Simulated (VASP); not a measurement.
# BN (P6_3/mmc) in VASP: further runs

Runs on BN. Level: PBEsol. Tasks: single point, relaxation of cell and atoms.

All numbers are computed with VASP 6.6.1; they aren't measurements. Logs are shortened: lines on timing, memory, paths and dates and some standing lists are left out, and cuts for length are marked.

### Step 1. The cell of the first run

It takes space group P6_3/mmc (No. 194, hexagonal). Conventional cell: a = 2.504 Å, b = 2.504 Å, c = 7.016 Å, α = 90.00°, β = 90.00°, γ = 120.00°. B (site symmetry -6m2) has 3 N at 1.45 Å within 1.9 Å. N (site symmetry -6m2) has 3 B at 1.45 Å within 1.9 Å.

### Step 2. Single point, PBEsol

File INCAR:

```
SYSTEM = BN
PREC     = Accurate       ! precision mode
ENCUT    = 520            ! plane-wave cutoff, eV
EDIFF    = 1E-6           ! SCF threshold, eV
ISMEAR   = 0              ! smearing method
SIGMA    = 0.01           ! smearing width, eV
LREAL    = .False.        ! projectors in reciprocal space
LASPH    = .True.         ! aspherical terms in the spheres
NELM     = 80             ! most SCF steps
ALGO     = Normal         ! electronic algorithm
ISIF     = 2              ! what is computed and relaxed
LWAVE    = .False.        ! write WAVECAR
LCHARG   = .False.        ! write CHGCAR
GGA      = PS             ! functional
NBANDS   = 16             ! bands
```

File KPOINTS:

```
regular mesh
0
Gamma
  10 10 4
  0 0 0
```

File POSCAR:

```
BN
1.0
    2.5043523681      0.0000000000      0.0000000000
   -1.2521761841      2.1688327708      0.0000000000
    0.0000000000      0.0000000000      7.0158642315
B N
2 2
Direct
    0.3333333333      0.6666666667      0.2500000000
    0.6666666667      0.3333333333      0.7500000000
    0.3333333333      0.6666666667      0.7500000000
    0.6666666667      0.3333333333      0.2500000000
```

Potentials or basis: VASP PAW PBE potentials, release 64 (B, N).

On the command line:

```sh
$ cat potpaw_PBE.64/B/POTCAR potpaw_PBE.64/N/POTCAR > POTCAR
$ mpirun -np 1 vasp_std > vasp.out
```

OUTCAR:

```text
SYSTEM = BN
   PREC = Accurate
   ENCUT = 520
   EDIFF = 1E-6
   ISMEAR = 0
   LREAL = .False.
   LASPH = .True.
   NELM = 80
   ISIF = 2
   GGA = PS

 ion  position               nearest neighbor table
   1  0.333  0.667  0.250-   4 1.45   4 1.45   4 1.45
   2  0.667  0.333  0.750-   3 1.45   3 1.45   3 1.45
   3  0.333  0.667  0.750-   2 1.45   2 1.45   2 1.45
   4  0.667  0.333  0.250-   1 1.45   1 1.45   1 1.45

  LATTYP: Found a hexagonal cell.
 ALAT       =     2.5043523681
 C/A-ratio  =     2.8014684838

  Lattice vectors:

 A1 = (   2.5043523681,   0.0000000000,   0.0000000000)
 A2 = (  -1.2521761841,   2.1688327708,   0.0000000000)
 A3 = (   0.0000000000,   0.0000000000,   7.0158642315)

Analysis of symmetry for initial positions (statically):
=====================================================================
 Subroutine PRICEL returns:
 Original cell was already a primitive cell.

 Routine SETGRP: Setting up the symmetry group for a
 hexagonal supercell.

 Subroutine GETGRP returns: Found 24 space group operations
 (whereof 12 operations were pure point group operations)
 out of a pool of 24 trial point group operations.

The static configuration has the point symmetry D_3d.
 The point group associated with its full space group is D_6h.

Analysis of symmetry for dynamics (positions and initial velocities):
=====================================================================
 Subroutine PRICEL returns:
 Original cell was already a primitive cell.

 Routine SETGRP: Setting up the symmetry group for a
 hexagonal supercell.

 Subroutine GETGRP returns: Found 24 space group operations
 (whereof 12 operations were pure point group operations)
 out of a pool of 24 trial point group operations.

The dynamic configuration has the point symmetry D_3d.
 The point group associated with its full space group is D_6h.

 Subroutine INISYM returns: Found 24 space group operations
 (whereof 12 operations are pure point group operations),
 and found     1 'primitive' translations

----------------------------------------------------------------------------------------

                                     Primitive cell

  volume of cell :      38.1068

  direct lattice vectors                    reciprocal lattice vectors
     2.504352368  0.000000000  0.000000000     0.399304831  0.230538752  0.000000000
    -1.252176184  2.168832771  0.000000000     0.000000000  0.461077504  0.000000000
     0.000000000  0.000000000  7.015864232     0.000000000  0.000000000  0.142534115

  length of vectors
     2.504352368  2.504352368  7.015864232     0.461077504  0.461077504  0.142534115

  position of ions in fractional coordinates (direct lattice)
     0.333333333  0.666666667  0.250000000
     0.666666667  0.333333333  0.750000000
     0.333333333  0.666666667  0.750000000
     0.666666667  0.333333333  0.250000000

  ion indices of the primitive-cell ions
   primitive index   ion index
                 1           1
                 2           2
                 3           3
                 4           4

----------------------------------------------------------------------------------------

 KPOINTS: regular mesh

Automatic generation of k-mesh.
 Grid dimensions read from file:
 generate k-points for:   10   10    4

 Generating k-lattice:

  Cartesian coordinates                     Fractional coordinates (reciprocal lattice)
     0.039930483  0.023053875  0.000000000     0.100000000 -0.000000000  0.000000000
     0.000000000  0.046107750  0.000000000     0.000000000  0.100000000  0.000000000
     0.000000000  0.000000000  0.035633529     0.000000000  0.000000000  0.250000000

  Length of vectors
     0.046107750  0.046107750  0.035633529

  Shift w.r.t. Gamma in fractional coordinates (k-lattice)
     0.000000000  0.000000000  0.000000000

 Subroutine IBZKPT returns following result:
 ===========================================

 Found     42 irreducible k-points:

 Following reciprocal coordinates:
            Coordinates               Weight
  0.000000  0.000000  0.000000      1.000000
  0.100000  0.000000  0.000000      6.000000
  0.200000  0.000000  0.000000      6.000000
  0.300000  0.000000  0.000000      6.000000
  0.400000  0.000000  0.000000      6.000000
  0.500000  0.000000  0.000000      3.000000
[... 16 lines left out ...]
  0.300000  0.100000  0.250000     24.000000
  0.400000  0.100000  0.250000     24.000000
 [... further k-points ...]
   k-points           NKPTS =     42   k-points in BZ     NKDIM =     42   number of bands    NBANDS=     16
   number of dos      NEDOS =    301   number of ions     NIONS =      4
   total plane-waves  NPLWV =  21600
   dimension x,y,z NGX =    20 NGY =   20 NGZ =   54
   dimension x,y,z NGXF=    40 NGYF=   40 NGZF=  108
   ions per type =               2   2
   NGX,Y,Z   is equivalent  to a cutoff of  13.28, 13.28, 12.80 a.u.
   NGXF,Y,Z  is equivalent  to a cutoff of  26.55, 26.55, 25.59 a.u.
 SYSTEM =  BN
   PREC   = accura    normal or accurate (medium, high low for compatibility)
   ISTART =      0    job   : 0-new  1-cont  2-samecut
   ICHARG =      2    charge: 1-file 2-atom 10-const
   ISPIN  =      1    spin polarized calculation?
   LNONCOLLINEAR =      F non collinear calculations
   LSORBIT =      F    spin-orbit coupling
   LASPH  =      T    aspherical Exc in radial PAW
   ENCUT  =  520.0 eV  38.22 Ry    6.18 a.u.   4.66  4.66 13.04*2*pi/ulx,y,z
   NELM   =     80;   NELMIN=  2; NELMDL= -5     # of ELM steps
   EDIFF  = 0.1E-05   stopping-criterion for ELM
   LREAL  =      F    real-space projection
   EDIFFG = 0.1E-04   stopping-criterion for IOM
   NSW    =      0    number of steps for IOM
   IBRION =     -1    ionic relax: 0-MD 1-quasi-New 2-CG
   NFREE  =      0    steps in history (QN), initial steepest desc. (CG)
   ISIF   =      2    stress and relaxation
   ISYM   =      2    0-nonsym 1-usesym 2-fastsym
   POTIM  = 0.5000    time-step for ionic-motion
   TEBEG  =    0.0;   TEEND  =   0.0 temperature during run
   PSTRESS=    0.0 pullay stress
   NELECT =      16.0000    total number of electrons
   NUPDOWN=      -1.0000    fix difference up-down
   EMIN   =  10.00;   EMAX   =-10.00  energy-range for DOS
   EFERMI =   0.00;   METHOD = LEGACY
   ISMEAR =     0;   SIGMA  =   0.01  broadening in eV -4-tet -1-fermi 0-gaus
   EFERMI_NEDOS =   21; number of points for ismear=-14 and -15
   IALGO  =     38    algorithm
   IMIX   =      4    mixing-type and parameters
     AMIX     =   0.40;   BMIX     =  1.00
     AMIX_MAG =   1.60;   BMIX_MAG =  1.00
  volume/ion in A,a.u.               =       9.53        64.29
  Fermi-wavevector in a.u.,A,eV,Ry     =   1.225878  2.316574 20.446522  1.502777
  Thomas-Fermi vector in A             =   2.360900
   LORBIT       =      0    0 simple, 1 ext, 2 COOP (PROOUT), +10 PAW based schemes
   GGA     = PS    functional components
   LHFCALC =     F    Hartree Fock is set to
   AEXX    =    0.0000 exact exchange contribution
   IVDW    =     0    specifies the selected vdW correction
   LEPSILON=     F    determine dielectric tensor
   LRPA    =     F    only Hartree local field effects (RPA)
 non-spin polarized calculation
 Gauss-broadening in eV      SIGMA  =   0.01
  energy-cutoff  :      520.00
  volume of cell :       38.11
 maximum number of plane-waves:      1058
 NGX is ok and might be reduce to    20
   NGX =  9   NGY =  9   NGZ = 27

 number of electron      15.9999998 magnetization

 Free energy of the ion-electron system (eV)
  ---------------------------------------------------
  ext. energy  EPLUGINS =         0.00000000
  ---------------------------------------------------
  free energy    TOTEN  =       -36.57081570 eV

  energy without entropy =      -36.57081570  energy(sigma->0) =      -36.57081570

 E-fermi :   1.8381     XC(G=0):  -9.9297

 val. band max:        1.7614955080   @ k =   0.3000   0.3000   0.0000
 cond. band min:       6.0186467345   @ k =   0.5000   0.0000   0.0000
 fundamental gap:      4.2571512265
 Fermi energy:         1.8381198594

 k-point     1 :       0.0000    0.0000    0.0000
  band No.  band energies     occupation
      1     -15.9494      2.00000
      2     -15.7522      2.00000
      3      -4.3024      2.00000
      4      -2.6466      2.00000
      5       0.4529      2.00000
      6       0.4529      2.00000
[... 8 lines left out ...]
     15      13.6209      0.00000
     16      14.6780      0.00000

 k-point     2 :       0.1000    0.0000    0.0000
  band No.  band energies     occupation
      1     -15.7543      2.00000
      2     -15.5619      2.00000
      3      -4.0340      2.00000
      4      -2.4010      2.00000
      5      -0.3358      2.00000
      6      -0.3214      2.00000
[... 8 lines left out ...]
     15      14.2055      0.00000
     16      14.3239      0.00000

 k-point     3 :       0.2000    0.0000    0.0000
  band No.  band energies     occupation
      1     -15.1843      2.00000
      2     -15.0062      2.00000
      3      -3.2439      2.00000
      4      -2.2215      2.00000
      5      -2.1983      2.00000
      6      -1.6851      2.00000
[... 8 lines left out ...]
     15      16.2199      0.00000
     16      16.3426      0.00000

 k-point     4 :       0.3000    0.0000    0.0000
  band No.  band energies     occupation
      1     -14.3024      2.00000
      2     -14.1506      2.00000
      3      -4.4232      2.00000
      4      -4.3807      2.00000
      5      -1.9929      2.00000
      6      -1.5814      2.00000
[... 8 lines left out ...]
     15      17.0923      0.00000
     16      19.2847      0.00000

 k-point     5 :       0.4000    0.0000    0.0000
  band No.  band energies     occupation
      1     -13.3029      2.00000
      2     -13.1978      2.00000
      3      -6.3189      2.00000
      4      -6.2664      2.00000
      5      -2.1637      2.00000
      6      -2.1255      2.00000
[... 8 lines left out ...]
     15      16.6161      0.00000
     16      19.8224      0.00000

 k-point     6 :       0.5000    0.0000    0.0000
  band No.  band energies     occupation
      1     -12.7597      2.00000
      2     -12.7150      2.00000
      3      -7.1489      2.00000
      4      -7.1063      2.00000
      5      -2.3688      2.00000
      6      -2.3298      2.00000
[... 8 lines left out ...]
     15      16.5669      0.00000
     16      19.3101      0.00000
[... 267 lines left out ...]
 k-point    21 :       0.1000    0.1000    0.2500
  band No.  band energies     occupation
      1     -15.3454      2.00000
      2     -15.2161      2.00000
      3      -3.3093      2.00000
      4      -2.2077      2.00000
      5      -1.5360      2.00000
      6      -1.5250      2.00000
[... 8 lines left out ...]
     15      15.2341      0.00000
     16      15.5048      0.00000

 k-point    22 :       0.2000    0.1000    0.2500
  band No.  band energies     occupation
      1     -14.6177      2.00000
      2     -14.5025      2.00000
      3      -3.4166      2.00000
      4      -3.3982      2.00000
      5      -2.2869      2.00000
      6      -1.6458      2.00000
[... 8 lines left out ...]
     15      16.4866      0.00000
     16      16.8845      0.00000

 k-point    23 :       0.3000    0.1000    0.2500
  band No.  band energies     occupation
      1     -13.6565      2.00000
      2     -13.5657      2.00000
      3      -5.4003      2.00000
      4      -5.3677      2.00000
      5      -2.4410      2.00000
      6      -2.4128      2.00000
[... 8 lines left out ...]
     15      17.3896      0.00000
     16      18.9411      0.00000

 k-point    24 :       0.4000    0.1000    0.2500
  band No.  band energies     occupation
      1     -12.8056      2.00000
      2     -12.7581      2.00000
      3      -6.8159      2.00000
      4      -6.7813      2.00000
      5      -2.8637      2.00000
      6      -2.8337      2.00000
[... 8 lines left out ...]
     15      16.6043      0.00000
     16      18.8928      0.00000

 [... further k-points ...]
[... 5 lines left out ...]
  --------------------------------------------------------------------------------------
  -------------------------------------------------------------------------------------
  Total        0.1163700      0.1163700     -0.0238215     -0.0000000      0.0000000      0.0000000
  in kB        4.8927044      4.8927044     -1.0015610     -0.0000000      0.0000000      0.0000000
  external PRESSURE =       2.9279493 kB  Pullay stress =       0.0000000 kB

 VOLUME and BASIS-vectors are now :
 -----------------------------------------------------------------------------
  energy-cutoff  :      520.00
  volume of cell :       38.11
      direct lattice vectors                 reciprocal lattice vectors
     2.504352368  0.000000000  0.000000000     0.399304831  0.230538752  0.000000000
    -1.252176184  2.168832771  0.000000000     0.000000000  0.461077504  0.000000000
     0.000000000  0.000000000  7.015864232     0.000000000  0.000000000  0.142534115

 POSITION                                       TOTAL-FORCE (eV/Angst)
 -----------------------------------------------------------------------------------
     -0.00000      1.44589      1.75397         0.000000     -0.000000      0.000000
      1.25218      0.72294      5.26190        -0.000000      0.000000      0.000000
     -0.00000      1.44589      5.26190         0.000000     -0.000000      0.000000
      1.25218      0.72294      1.75397        -0.000000      0.000000      0.000000
 -----------------------------------------------------------------------------------
    total drift:                               -0.000000      0.000000      0.000000

  FREE ENERGIE OF THE ION-ELECTRON SYSTEM (eV)
  ---------------------------------------------------
  free  energy   TOTEN  =       -36.5708156972 eV

  energy  without entropy=      -36.5708156972  energy(sigma->0) =      -36.57081570
```

It took 21 s on 1 thread of Intel Xeon Platinum 8375C at 2.90GHz (Ice Lake), shared host; peak memory 0.15 GiB.

What came out:

```
Free energy            : -36.5708 eV
Pressure               : 0.3 GPa
Band gap on the k mesh : 4.26 eV, indirect (least direct gap 4.69 eV)
```

Stress tensor (GPa, compression positive):
```
 0.49  0.00  0.00
 0.00  0.49  0.00
 0.00  0.00 -0.10
```

Caveat: the PAW data sets were made with another functional, which shifts forces and pressure a little; this functional lacks dispersion, which binds the layers, so the pressure and a relaxed spacing across them are unreliable. As with any semilocal functional, this PBEsol gap is likely too small.

(Continued in part 2 of 2.)
